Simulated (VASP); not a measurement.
A run of VASP 6.6.1 is set up as follows.

The input INCAR:

```
ALGO     = Normal         # electronic algorithm
EDIFF    = 1E-6           # SCF threshold, eV
EDIFFG   = -0.01          # ionic threshold
ENCUT    = 520            # plane-wave cutoff, eV
GGA      = PE             # functional
IBRION   = 2              # ionic algorithm
ISIF     = 2              # what is computed and relaxed
ISMEAR   = -1             # smearing method
LASPH    = True           # aspherical terms in the spheres
LCHARG   = False          # write CHGCAR
LREAL    = False          # projectors in reciprocal space
LWAVE    = False          # write WAVECAR
NELM     = 80             # most SCF steps
NSW      = 60             # ionic steps
PREC     = Accurate       # precision mode
SIGMA    = 0.05           # smearing width, eV
```

File KPOINTS:

```
k-points
0
Gamma
  7 7 4
```

The input POSCAR:

```
ZnO
1.0
    3.2493080000      0.0000000000      0.0000000000
   -1.6246540000      2.8139832727      0.0000000000
    0.0000000000      0.0000000000      5.2057090000
Zn O
2 2
Direct
    0.6666666667      0.3333333333      0.0000000000
    0.3333333333      0.6666666667      0.5000000000
    0.3333333333      0.6666666667      0.8790100000
    0.6666666667      0.3333333333      0.3790100000
```

Potentials or basis: VASP PAW PBE potentials, release 64 (Zn, O).

Run with:

```sh
$ cat potpaw_PBE.64/Zn/POTCAR potpaw_PBE.64/O/POTCAR > POTCAR
$ mpirun -np 1 vasp_std > vasp.out
```

Problem. Estimate the energy gained by relaxing.

Solution. 0.2 meV/atom.

Problem. Estimate the band gap on the k mesh.

Solution. 0.79 eV, direct.

Stress tensor (GPa, compression positive):
```
5.71 0.00 0.00
0.00 5.71 0.00
0.00 0.00 6.40
```
